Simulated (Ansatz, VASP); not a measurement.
**Al: VASP beside Ansatz**

INCAR

```
PREC = Accurate ; ENCUT = 500
EDIFF = 1E-6 ; ISMEAR = 0
SIGMA = 0.1 ; LREAL = F
LASPH = T ; NELM = 120
ALGO = Normal ; ISIF = 2
LWAVE = F ; LCHARG = T
GGA = RP ; LELF = T
LVHAR = T ; NBANDS = 8
GGA_COMPAT = F
```

KPOINTS

```
Automatic mesh
0
Gamma
  18 18 18
```

The input POSCAR:

```
Al
1.0
    0.0000000000      2.0208104482      2.0208104482
    2.0208104482      0.0000000000      2.0208104482
    2.0208104482      2.0208104482      0.0000000000
Al
1
Direct
    0.0000000000      0.0000000000      0.0000000000
```

Input for Ansatz:

```yaml
crystal:
  lattice:
    - [0.0, 2.0208104482, 2.0208104482]
    - [2.0208104482, 0.0, 2.0208104482]
    - [2.0208104482, 2.0208104482, 0.0]
  atoms:
    - { symbol: Al, position: [0.0, 0.0, 0.0] }
kpoints:
  mp_grid: { grid: [18, 18, 18] }
hamiltonian:
  xc: rpbe
scf:
  occupations: { method: gaussian, width: 0.1 }
output:
  forces: true
  eigenvalues: true
  stress: true
```

Alike in both runs: task single point; functional RPBE; k mesh 18 × 18 × 18; occupations gaussian, width 0.1 eV; no spin polarisation.

```csv
,VASP,Ansatz
version,VASP 6.6.1,Ansatz 0.2.0
potentials or method,"VASP PAW PBE potentials, release 64 (Al)","scalar-relativistic, plane waves, PAW"
plane-wave cutoff (eV),500,420
valence electrons in the cell,3,3
```

VASP gave:

```
gap on the k mesh at the Fermi level (eV) : none
pressure (GPa)                            : 1.2
```

**Question.** Which values does Ansatz return?

**Answer.** gap on the k mesh at the Fermi level (eV): none; pressure (GPa): 1.4.

VASP's potentials were made for PBE, not for RPBE. A gap of «none» marks a metal or a gap that the smearing closes.
